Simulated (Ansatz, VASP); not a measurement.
**GaN: VASP beside Ansatz**

```xyz
2
Lattice="0.0000 2.0908 2.0908 2.0908 0.0000 2.0908 2.0908 2.0908 0.0000" Properties=species:S:1:pos:R:3 pbc="T T T"
Ga    0.0000    0.0000    0.0000
N     2.0908    2.0908    2.0908
```

Change from the starting cell: volume scaled by 0.94, LAPW.

Alike in both runs: task single point; functional PBE; k mesh 15 × 15 × 15; occupations fermi-dirac, width 0.1 eV; no spin polarisation.

|  | VASP | Ansatz |
| --- | --- | --- |
| version | VASP 6.6.1 | Ansatz 0.2.0 |
| potentials or method | VASP PAW PBE potentials, release 64 (Ga_d, N), cutoff 520 eV | all-electron LAPW, scalar-relativistic |

```tsv
	VASP	Ansatz	Ansatz less VASP
pressure (GPa)	15.8	14.9	-0.87
```

Ansatz ran all-electron here, and VASP with PAW potentials.
